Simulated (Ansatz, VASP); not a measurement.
**WF2: VASP beside Ansatz**

```
CELL_PARAMETERS angstrom
3.27572 0.00000 0.00000
-1.63786 2.83686 0.00000
0.00000 0.00000 5.55446
ATOMIC_POSITIONS crystal
W 0.00000 0.00000 0.00000
F 0.33333 0.66667 0.22300
F 0.66667 0.33333 0.77700
```

Alike in both runs: functional PBE; k mesh 12 × 12 × 8; occupations gaussian, width 0.1 eV; collinear spin; Hubbard terms W d U = 6.2 eV.

Ansatz relaxed the structure, and its values are those at the end. VASP's run is a single point on that final structure, the one shown.

|  | VASP | Ansatz |
| --- | --- | --- |
| version | VASP 6.6.1 | Ansatz 0.2.0 |
| potentials or method | VASP PAW PBE potentials, release 64 (W_sv, F), cutoff 520 eV | scalar-relativistic, plane waves, PAW |
| valence electrons in the cell | 28 | 28 |

```csv
,VASP,Ansatz,Ansatz less VASP
gap on the k mesh at the Fermi level (eV),none,none,-
pressure (GPa),2.8,0.0,-2.77
rms of the force components (eV/Å),0.226,0.000,-0.2256
net moment per atom (μB),0.84,0.80,-0.039
size of the moment on the site where the two differ most (μB),2.20,1.38,-0.822
```

Site moments also hang on the region over which each program counts them. The programs project onto different local orbitals, so the same U acts differently, and such runs can settle in different states. A gap of «none» marks a metal or a gap that the smearing closes. Ansatz's warnings: filled band counts differ across k points.

Spin-orbit coupling is off throughout.
